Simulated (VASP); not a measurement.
A run of VASP 6.6.1 is set up as follows.

File INCAR:

```
PREC     = Accurate       # precision mode
ENCUT    = 520            # plane-wave cutoff, eV
EDIFF    = 1E-6           # SCF threshold, eV
ISMEAR   = 0              # smearing method
SIGMA    = 0.1            # smearing width, eV
LREAL    = False          # projectors in reciprocal space
LASPH    = True           # aspherical terms in the spheres
NELM     = 60             # most SCF steps
ALGO     = Normal         # electronic algorithm
ISIF     = 2              # what is computed and relaxed
LWAVE    = False          # write WAVECAR
LCHARG   = True           # write CHGCAR
GGA      = PE             # functional
LELF     = True           # ELF
LVHAR    = True         
NBANDS   = 24             # bands
```

KPOINTS

```
Automatic mesh
0
Gamma
  4 4 4
```

The input POSCAR:

```
P5C
1.0
    0.0000000000      3.8708090700      3.8708090700
    3.8708090700      0.0000000000      3.8708090700
    3.8708090700      3.8708090700      0.0000000000
P C
5 1
Direct
    0.3719714300      0.8760095200      0.8760095200
    0.8760095200      0.8760095200      0.8760095200
    0.2500000000      0.2500000000      0.2500000000
    0.8760095200      0.8760095200      0.3719714300
    0.8760095200      0.3719714300      0.8760095200
    0.5000000000      0.5000000000      0.5000000000
```

Potentials or basis: VASP PAW PBE potentials, release 64 (P, C).

Run with:

```bash
$ cat potpaw_PBE.64/P/POTCAR potpaw_PBE.64/C/POTCAR > POTCAR
$ mpirun -np 1 vasp_std > vasp.out
```

(1) What does it give for the largest force?

(2) Estimate the pressure.

Answers

(1) 0.125 eV/Å.

(2) -15.8 GPa.
